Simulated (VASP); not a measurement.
# Ir6O in VASP: single point with PBE

Aim: the single point of Ir6O with PBE.

Program: VASP 6.6.1. These are calculated values, not measurements. Logs are shortened: lines on timing, memory, paths and dates and some standing lists are left out, and cuts for length are marked.

## 1. The cell of the first run

The cell holds a slab with vacuum, 14 atoms: a = 5.430 Å, b = 5.430 Å, c = 23.668 Å, α = 90.00°, β = 90.00°, γ = 120.00°.

## 2. Single point, PBE

File INCAR:

```
SYSTEM = Ir6O
PREC     = Accurate       ! precision mode
ENCUT    = 520            ! plane-wave cutoff, eV
EDIFF    = 1E-6           ! SCF threshold, eV
ISMEAR   = -1             ! smearing method
SIGMA    = 0.05           ! smearing width, eV
LREAL    = .FALSE.        ! projectors in reciprocal space
LASPH    = .TRUE.         ! aspherical terms in the spheres
NELM     = 80             ! most SCF steps
ALGO     = Normal         ! electronic algorithm
ISIF     = 2              ! what is computed and relaxed
LWAVE    = .FALSE.        ! write WAVECAR
LCHARG   = .FALSE.        ! write CHGCAR
LDIPOL   = .TRUE.       
IDIPOL   = 3            
DIPOL    = 0.5 0.5 0.461
GGA      = PE             ! functional
NBANDS   = 73             ! bands
```

File KPOINTS:

```
Automatic mesh
0
G
  6 6 1
  0 0 0
```

File POSCAR:

```
Ir6O
1.0
    5.4297315514      0.0000000000      0.0000000000
   -2.7148657757      4.7022854592      0.0000000000
    0.0000000000      0.0000000000     23.6682572471
Ir O
12 2
Direct
    0.3333333333      0.1666666667      0.3380054525
    0.3333333333      0.6666666667      0.3380054525
    0.8333333333      0.1666666667      0.3380054525
    0.8333333333      0.6666666667      0.3380054525
    0.6666666667      0.3333333333      0.4316616351
    0.6666666667      0.8333333333      0.4316616351
    0.1666666667      0.3333333333      0.4316616351
    0.1666666667      0.8333333333      0.4316616351
    0.0000000000      0.5000000000      0.5253178178
    0.0000000000      0.0000000000      0.5253178178
    0.5000000000      0.5000000000      0.5253178178
    0.5000000000      0.0000000000      0.5253178178
    0.2500000000      0.5000000000      0.6106641945
    0.2500000000      0.5000000000      0.6628395612
```

Potentials or basis: VASP PAW PBE potentials, release 64 (Ir, O).

Launch:

```bash
$ cat potpaw_PBE.64/Ir/POTCAR potpaw_PBE.64/O/POTCAR > POTCAR
$ mpirun -np 1 vasp_std > vasp.out
```

OUTCAR:

```text
SYSTEM = Ir6O
   PREC = Accurate
   ENCUT = 520
   EDIFF = 1E-6
   ISMEAR = -1
   LREAL = .FALSE.
   LASPH = .TRUE.
   NELM = 80
   ISIF = 2
   GGA = PE

 ion  position               nearest neighbor table
   1  0.333  0.167  0.338-   7 2.71   8 2.71   5 2.71   4 2.71   2 2.71   2 2.71   4 2.71   3 2.71
                             3 2.71
   2  0.333  0.667  0.338-   8 2.71   7 2.71   6 2.71   3 2.71   1 2.71   1 2.71   3 2.71   4 2.71
                             4 2.71
   3  0.833  0.167  0.338-   5 2.71   6 2.71   7 2.71   4 2.71   2 2.71   4 2.71   2 2.71   1 2.71
                             1 2.71
   4  0.833  0.667  0.338-   6 2.71   5 2.71   8 2.71   3 2.71   1 2.71   3 2.71   1 2.71   2 2.71
                             2 2.71
   5  0.667  0.333  0.432-   3 2.71   4 2.71   1 2.71   6 2.71   8 2.71   6 2.71   8 2.71   7 2.71
                             7 2.71  12 2.71   9 2.71  11 2.71
   6  0.667  0.833  0.432-   4 2.71   3 2.71   2 2.71   5 2.71   7 2.71   5 2.71   7 2.71   8 2.71
                             8 2.71  11 2.71  10 2.71  12 2.71
   7  0.167  0.333  0.432-   1 2.71   2 2.71   3 2.71   6 2.71   8 2.71   8 2.71   6 2.71   5 2.71
                             5 2.71  10 2.71  11 2.71   9 2.71
   8  0.167  0.833  0.432-   2 2.71   1 2.71   4 2.71   5 2.71   7 2.71   7 2.71   5 2.71   6 2.71
                             6 2.71   9 2.71  12 2.71  10 2.71
   9  0.000  0.500  0.525-  13 2.43  12 2.71  10 2.71  10 2.71  12 2.71  11 2.71  11 2.71   8 2.71
                             5 2.71   7 2.71
  10  0.000  0.000  0.525-   9 2.71  11 2.71   9 2.71  11 2.71  12 2.71  12 2.71   7 2.71   6 2.71
                             8 2.71
  11  0.500  0.500  0.525-  13 2.43  12 2.71  10 2.71  12 2.71  10 2.71   9 2.71   9 2.71   6 2.71
                             7 2.71   5 2.71
  12  0.500  0.000  0.525-   9 2.71  11 2.71  11 2.71   9 2.71  10 2.71  10 2.71   5 2.71   8 2.71
                             6 2.71
  13  0.250  0.500  0.611-  14 1.23  11 2.43   9 2.43
  14  0.250  0.500  0.663-  13 1.23

  LATTYP: Found a hexagonal cell.
 ALAT       =     5.4297315514
 C/A-ratio  =     4.3590105741

  Lattice vectors:

 A1 = (   5.4297315514,   0.0000000000,   0.0000000000)
 A2 = (  -2.7148657757,   4.7022854592,   0.0000000000)
 A3 = (   0.0000000000,   0.0000000000,  23.6682572471)

Analysis of symmetry for initial positions (statically):
=====================================================================
 Subroutine PRICEL returns:
 Original cell was already a primitive cell.

 Routine SETGRP: Setting up the symmetry group for a
 hexagonal supercell.

 Subroutine GETGRP returns: Found  2 space group operations
 (whereof  2 operations were pure point group operations)
 out of a pool of 24 trial point group operations.

The static configuration has the point symmetry C_1h.

Analysis of symmetry for dynamics (positions and initial velocities):
=====================================================================
 Subroutine PRICEL returns:
 Original cell was already a primitive cell.

 Routine SETGRP: Setting up the symmetry group for a
 hexagonal supercell.

 Subroutine GETGRP returns: Found  2 space group operations
 (whereof  2 operations were pure point group operations)
 out of a pool of 24 trial point group operations.

The dynamic configuration has the point symmetry C_1h.

 Subroutine INISYM returns: Found  2 space group operations
 (whereof  2 operations are pure point group operations),
 and found     1 'primitive' translations

----------------------------------------------------------------------------------------

                                     Primitive cell

  volume of cell :     604.3014

  direct lattice vectors                    reciprocal lattice vectors
     5.429731551  0.000000000  0.000000000     0.184171168  0.106331273  0.000000000
    -2.714865776  4.702285459  0.000000000     0.000000000  0.212662546  0.000000000
     0.000000000  0.000000000 23.668257247     0.000000000  0.000000000  0.042250682

  length of vectors
     5.429731551  5.429731551 23.668257247     0.212662546  0.212662546  0.042250682

  position of ions in fractional coordinates (direct lattice)
     0.333333333  0.166666667  0.338005452
     0.333333333  0.666666667  0.338005452
     0.833333333  0.166666667  0.338005452
[... 56 lines left out ...]
            Coordinates               Weight
  0.000000  0.000000  0.000000      1.000000
  0.166667  0.000000  0.000000      4.000000
  0.000000  0.166667  0.000000      2.000000
  0.333333  0.000000  0.000000      4.000000
  0.000000  0.333333  0.000000      2.000000
  0.500000  0.000000  0.000000      2.000000
  0.000000  0.500000  0.000000      1.000000
  0.166667  0.166667  0.000000      4.000000
 -0.333333  0.166667  0.000000      2.000000
  0.333333  0.166667  0.000000      4.000000
 -0.166667  0.500000  0.000000      4.000000
  0.500000  0.333333  0.000000      4.000000
  0.333333  0.333333  0.000000      2.000000
   k-points           NKPTS =     13   k-points in BZ     NKDIM =     13   number of bands    NBANDS=     73
   number of dos      NEDOS =    301   number of ions     NIONS =     14
   total plane-waves  NPLWV = 288000
   dimension x,y,z NGX =    40 NGY =   40 NGZ =  180
   dimension x,y,z NGXF=    80 NGYF=   80 NGZF=  360
   ions per type =              12   2
   NGX,Y,Z   is equivalent  to a cutoff of  12.25, 12.25, 12.64 a.u.
   NGXF,Y,Z  is equivalent  to a cutoff of  24.49, 24.49, 25.29 a.u.
 SYSTEM =  Ir6O
   PREC   = accura    normal or accurate (medium, high low for compatibility)
   ISTART =      0    job   : 0-new  1-cont  2-samecut
   ICHARG =      2    charge: 1-file 2-atom 10-const
   ISPIN  =      1    spin polarized calculation?
   LNONCOLLINEAR =      F non collinear calculations
   LSORBIT =      F    spin-orbit coupling
   LASPH  =      T    aspherical Exc in radial PAW
   ENCUT  =  520.0 eV  38.22 Ry    6.18 a.u.  10.10 10.10 44.01*2*pi/ulx,y,z
   NELM   =     80;   NELMIN=  2; NELMDL= -5     # of ELM steps
   EDIFF  = 0.1E-05   stopping-criterion for ELM
   LREAL  =      F    real-space projection
   EDIFFG = 0.1E-04   stopping-criterion for IOM
   NSW    =      0    number of steps for IOM
   IBRION =     -1    ionic relax: 0-MD 1-quasi-New 2-CG
   NFREE  =      0    steps in history (QN), initial steepest desc. (CG)
   ISIF   =      2    stress and relaxation
   ISYM   =      2    0-nonsym 1-usesym 2-fastsym
   POTIM  = 0.5000    time-step for ionic-motion
   TEBEG  =    0.0;   TEEND  =   0.0 temperature during run
   PSTRESS=    0.0 pullay stress
   NELECT =     120.0000    total number of electrons
   NUPDOWN=      -1.0000    fix difference up-down
   EMIN   =  10.00;   EMAX   =-10.00  energy-range for DOS
   EFERMI =   0.00;   METHOD = LEGACY
   ISMEAR =    -1;   SIGMA  =   0.05  broadening in eV -4-tet -1-fermi 0-gaus
   EFERMI_NEDOS =   21; number of points for ismear=-14 and -15
   IALGO  =     38    algorithm
   IMIX   =      4    mixing-type and parameters
     AMIX     =   0.40;   BMIX     =  1.00
     AMIX_MAG =   1.60;   BMIX_MAG =  1.00
  volume/ion in A,a.u.               =      43.16       291.29
  Fermi-wavevector in a.u.,A,eV,Ry     =   0.955104  1.804885 12.411559  0.912224
  Thomas-Fermi vector in A             =   2.083911
   LORBIT       =      0    0 simple, 1 ext, 2 COOP (PROOUT), +10 PAW based schemes
   GGA     = PE    functional components
   LHFCALC =     F    Hartree Fock is set to
   AEXX    =    0.0000 exact exchange contribution
   IVDW    =     0    specifies the selected vdW correction
   LEPSILON=     F    determine dielectric tensor
   LRPA    =     F    only Hartree local field effects (RPA)
 non-spin polarized calculation
  energy-cutoff  :      520.00
  volume of cell :      604.30
 maximum number of plane-waves:     16338
   NGX = 21   NGY = 21   NGZ = 89

 dipolmoment           0.000000      0.000000     -0.031551 electrons x Angstroem

 number of electron     120.0000015 magnetization

 dipolmoment           0.000000      0.000000      0.110102 electrons x Angstroem

 Free energy of the ion-electron system (eV)
  ---------------------------------------------------
  ext. energy  EPLUGINS =         0.00000000
  ---------------------------------------------------
  free energy    TOTEN  =      -108.44128690 eV

  energy without entropy =     -108.28072194  energy(sigma->0) =     -108.36100442

 E-fermi :  -0.9990     XC(G=0):  -5.1515

 val. band max:       -1.0000578050   @ k =   0.1667   0.1667   0.0000
 cond. band min:      -0.9941787529   @ k =  -0.3333   0.1667   0.0000
 fundamental gap:      0.0058790521
 Fermi energy:        -0.9990340143

 k-point     1 :       0.0000    0.0000    0.0000
  band No.  band energies     occupation
      1     -27.0733      2.00000
      2     -15.5408      2.00000
      3     -11.0946      2.00000
      4      -9.3249      2.00000
      5      -8.8146      2.00000
      6      -8.5681      2.00000
[... 964 lines left out ...]
     71      -0.4959      0.00009
     72      -0.3703      0.00001
 [bands above 72 left out]

------------------------ aborting loop because EDIFF is reached ----------------------------------------

 vacuum level on the upper side and lower side of the slab       (xc-potential included)         0.376        -0.389

  FORCE on cell =-STRESS in cart. coord.  units (eV):
  Direction    XX          YY          ZZ          XY          YZ          ZX
  --------------------------------------------------------------------------------------
  -------------------------------------------------------------------------------------
  Total       -6.9046853     -7.0726779     -4.2100537      0.0000000      0.0330182      0.0000000
  in kB      -18.3063113    -18.7517080    -11.1620661      0.0000000      0.0875408      0.0000000
  external PRESSURE =     -16.0733618 kB  Pullay stress =       0.0000000 kB

 VOLUME and BASIS-vectors are now :
 -----------------------------------------------------------------------------
  energy-cutoff  :      520.00
  volume of cell :      604.30
      direct lattice vectors                 reciprocal lattice vectors
     5.429731551  0.000000000  0.000000000     0.184171168  0.106331273  0.000000000
    -2.714865776  4.702285459  0.000000000     0.000000000  0.212662546  0.000000000
     0.000000000  0.000000000 23.668257247     0.000000000  0.000000000  0.042250682

 POSITION                                       TOTAL-FORCE (eV/Angst)
 -----------------------------------------------------------------------------------
      1.35743      0.78371      8.00000        -0.001984      0.018887      0.228756
     -0.00000      3.13486      8.00000        -0.000000     -0.016172      0.344546
      4.07230      0.78371      8.00000         0.001984      0.018887      0.228756
      2.71487      3.13486      8.00000        -0.000000      0.028616      0.420720
      2.71487      1.56743     10.21668        -0.000000      0.032995      0.266939
      1.35743      3.91857     10.21668         0.038555     -0.036851      0.072691
      0.00000      1.56743     10.21668        -0.000000     -0.044656     -0.263046
     -1.35743      3.91857     10.21668        -0.038555     -0.036851      0.072691
     -1.35743      2.35114     12.43336         0.000282      0.039539      0.045992
      0.00000      0.00000     12.43336         0.000000     -0.070560     -0.478643
      1.35743      2.35114     12.43336        -0.000282      0.039539      0.045992
      2.71487      0.00000     12.43336        -0.000000      0.019177     -0.595745
      0.00000      2.35114     14.45336         0.000000     -0.033998     -2.416640
      0.00000      2.35114     15.68826         0.000000      0.041448      2.026992
 -----------------------------------------------------------------------------------
    total drift:                                0.000000     -0.000279     -0.000399

  FREE ENERGIE OF THE ION-ELECTRON SYSTEM (eV)
  ---------------------------------------------------
  free  energy   TOTEN  =      -108.4412869019 eV

  energy  without entropy=     -108.2807219434  energy(sigma->0) =     -108.36100442

 vacuum level on the upper side and lower side of the slab         5.198         4.416
```

It took 25 min on 1 thread of Intel Xeon 6975P-C (Granite Rapids), shared host; peak memory 0.86 GiB.

What came out:

| Item | Value |
| --- | --- |
| Free energy | -108.4413 eV |
| Largest force | 2.417 eV/Å |
| Band gap on the k mesh | zero (bands 60 and 61 overlap by 1.04 eV) |

Forces on the atoms (eV/Å):
```
Ir  -0.002  0.019  0.229
Ir   0.000 -0.016  0.345
Ir   0.002  0.019  0.229
Ir   0.000  0.029  0.421
Ir   0.000  0.033  0.267
Ir   0.039 -0.037  0.073
Ir   0.000 -0.045 -0.263
Ir  -0.039 -0.037  0.073
Ir   0.000  0.040  0.046
Ir   0.000 -0.071 -0.479
Ir   0.000  0.040  0.046
Ir   0.000  0.019 -0.596
O    0.000 -0.034 -2.417
O    0.000  0.041  2.027
```

Caveat: the standard files for N, O and F lose accuracy on very short bonds; spin-orbit coupling is left out, which moves the levels of the heavy elements.
